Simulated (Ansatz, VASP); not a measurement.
One calculation of BN, two programs

```
CELL_PARAMETERS angstrom
3.62470 0.00000 0.00000
0.00000 -3.62470 0.00000
0.00000 0.00000 -3.62470
ATOMIC_POSITIONS crystal
B 0.00000 0.00000 0.00000
B 0.50000 0.50000 0.00000
B 0.50000 0.00000 0.50000
B 0.00000 0.50000 0.50000
N 0.82168 0.67832 0.67832
N 0.25000 0.25000 0.75000
N 0.25000 0.75000 0.25000
N 0.75000 0.25000 0.25000
```

Alike in both runs: task single point; functional PBE; k mesh 6 × 6 × 6; occupations gaussian, width 0.05 eV; no spin polarisation.

|  | VASP | Ansatz |
| --- | --- | --- |
| version | VASP 6.6.1 | Ansatz 0.2.0 |
| potentials or method | VASP PAW PBE potentials, release 64 (B, N), cutoff 520 eV | scalar-relativistic, plane waves, PAW |
| valence electrons in the cell | 32 | 32 |

|  | VASP | Ansatz | Ansatz less VASP |
| --- | --- | --- | --- |
| gap on the k mesh at the Fermi level (eV) | 3.67 | 3.67 | +0.007 |
| least direct gap on the mesh (eV) | 3.72 | 3.72 | +0.006 |
| rms of the force components (eV/Å) | 9.253 | 9.138 | -0.1145 |

Atom by atom the forces differ by 0.116 eV/Å (rms over components).
